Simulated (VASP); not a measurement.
Si: single point with revPBE+D3(BJ)

Crystal: Si.

```
CELL_PARAMETERS angstrom
0.00000 2.75767 2.75767
2.75767 0.00000 2.75767
2.75767 2.75767 0.00000
ATOMIC_POSITIONS crystal
Si 0.50000 0.50000 0.50000
Si 0.75000 0.75000 0.75000
```

```yaml
Program: VASP 6.6.1
Task: single point
Functional: revPBE
Dispersion: D3(BJ)
Potentials_or_basis: VASP PAW PBE potentials, release 64 (Si)
Cutoff: 520 eV
k_mesh: 8 × 8 × 8
Occupations: fermi-dirac, width 0.05 eV
Spin: no spin polarisation
```

The pressure is -5.3 GPa, the band gap on the k mesh is 0.73 eV, indirect (least direct gap 2.55 eV) and the dispersion energy per atom is -0.587 eV.

Levels at points of the mesh, in eV from the valence-band top:
| k point | band 1 | band 2 | band 3 | band 4 | band 5 | band 6 | band 7 | band 8 |
| --- | --- | --- | --- | --- | --- | --- | --- | --- |
| (0.00, 0.00, 0.00) | -11.63 | 0.00 | 0.00 | 0.00 | 2.55 | 2.55 | 2.55 | 2.94 |
| (0.50, 0.00, 0.00) | -9.41 | -6.73 | -1.16 | -1.16 | 1.43 | 3.36 | 3.36 | 7.77 |
| (0.50, 0.50, 0.00) | -7.65 | -7.65 | -2.73 | -2.73 | 0.84 | 0.84 | 9.76 | 9.76 |

Run time: 28 s on 1 thread of AMD EPYC 7R13, on a shared host, peak memory 0.14 GiB.

Caveat: the PAW data sets were made with another functional, which shifts forces and pressure a little. A hybrid or GW would open this gap; revPBE tends to underestimate it.
